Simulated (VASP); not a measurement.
Here is a VASP 6.6.1 calculation.

Contents of INCAR:

```
SYSTEM = LiMgBN2
PREC = Accurate
ENCUT = 520
EDIFF = 1E-6
ISMEAR = 0
SIGMA = 0.05
LREAL = .FALSE.
LASPH = .TRUE.
NELM = 60
ALGO = Normal
ISIF = 2
LWAVE = .FALSE.
LCHARG = .FALSE.
GGA = PE
NBANDS = 17
```

KPOINTS

```
regular mesh
0
G
  8 8 8
  0 0 0
```

File POSCAR:

```
LiMgBN2
1.0
   -1.7568835200      1.7568835200      4.7990037600
    1.7568835200     -1.7568835200      4.7990037600
    1.7568835200      1.7568835200     -4.7990037600
Li Mg B N
1 1 1 2
Direct
    0.2500000000      0.7500000000      0.5000000000
    0.7500000000      0.2500000000      0.5000000000
    0.5000000000      0.5000000000      0.0000000000
    0.6512635000      0.6512635000      0.0000000000
    0.3487365000      0.3487365000      0.0000000000
```

Potentials or basis: VASP PAW PBE potentials, release 64 (Li_sv, Mg, B, N).

The run is started by

```bash
$ cat potpaw_PBE.64/Li_sv/POTCAR potpaw_PBE.64/Mg/POTCAR potpaw_PBE.64/B/POTCAR potpaw_PBE.64/N/POTCAR > POTCAR
$ mpirun -np 1 vasp_std > vasp.out
```

Problem. Estimate the band gap on the k mesh.

Solution. 2.90 eV, indirect (least direct gap 4.00 eV).

Problem. Estimate the largest force.

Solution. 5.003 eV/Å.

Forces on the atoms (eV/Å):
```
Li   0.000  0.000  0.000
Mg   0.000  0.000  0.000
B    0.000  0.000  0.000
N    0.000  0.000 -5.003
N    0.000  0.000  5.003
```

Caveat: the cell differs from its parent crystal (strain -0.080 along x and y, +0.080 along z); forces of over 1 eV/Å act on the atoms, so gaps and moduli don't describe the material at rest. A k mesh can miss the band edges.
